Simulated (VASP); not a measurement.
A run of VASP 6.6.1:

File POSCAR:

```
KSi16
1.0
    0.0000000000      5.4437023800     -5.4437023800
    5.4437023800      5.4437023800      0.0000000000
    5.4437023800      0.0000000000     -5.4437023800
Si K
16 1
Direct
    0.1114857054      0.1114963599      0.1115086677
    0.1376829495      0.5831668924      0.1377068303
    0.5831563297      0.1376947981      0.1377052689
    0.6232569790      0.6232678172      0.1400099504
    0.1376842354      0.1376936040      0.5831788328
    0.1399869880      0.6232676335      0.6232799413
    0.6232571627      0.1399976426      0.6232795739
    0.6428613755      0.6428716626      0.6428836031
    0.2517169206      0.7334991374      0.2517400667
    0.2318682051      0.2318786759      0.2318906163
    0.7346707665      0.7346823395      0.2863069821
    0.7334884829      0.2517277589      0.2517395156
    0.2862848465      0.7346809617      0.7346941880
    0.2517172880      0.2517275752      0.7335114452
    0.7667317588      0.7667424133      0.7667545374
    0.7346716850      0.2862950417      0.7346929940
   -0.0343682455     -0.0343574073     -0.0343456506
```

Contents of INCAR.step1:

```
  PREC = Accurate
  ENCUT = 440
  ISMEAR = 0
  SIGMA = 0.02
  LREAL = False
  LASPH = True
  NELM = 120
  NELECT = 72.0
  NBANDS = 50
  GGA = PE
  ALGO = Normal
  EDIFF = 1E-5
  LWAVE = True
  LCHARG = False
  GGA_COMPAT = False
```

INCAR.step2

```
  PREC = Accurate
  ENCUT = 440
  EDIFF = 1E-6
  ISMEAR = 0
  SIGMA = 0.02
  LREAL = False
  LASPH = True
  NELM = 120
  ALGO = Normal
  ISIF = 2
  LWAVE = False
  LCHARG = True
  METAGGA = R2SCAN
  LMIXTAU = True
  LELF = True
  LVHAR = True
  NELECT = 72.0
  NBANDS = 50
  ISTART = 1
  GGA_COMPAT = False
```

KPOINTS

```
regular mesh
0
Gamma
  2 2 2
```

Potentials or basis: VASP PAW PBE potentials, release 64 (Si, K_sv).

Launch:

```sh
$ cat potpaw_PBE.64/Si/POTCAR potpaw_PBE.64/K_sv/POTCAR > POTCAR
$ cp INCAR.step1 INCAR
$ mpirun -np 1 vasp_std > vasp.out
$ cp INCAR.step2 INCAR
$ mpirun -np 1 vasp_std > vasp.out
```

Hardware: 1 thread of Intel(R) Xeon(R) 6975P-C (Granite Rapids) (shared host).

How long does it take, and how much memory?

It took 2.8 min on 1 thread of Intel(R) Xeon(R) 6975P-C (Granite Rapids), on a shared host, peak memory 0.43 GiB. Counts: k points 4.
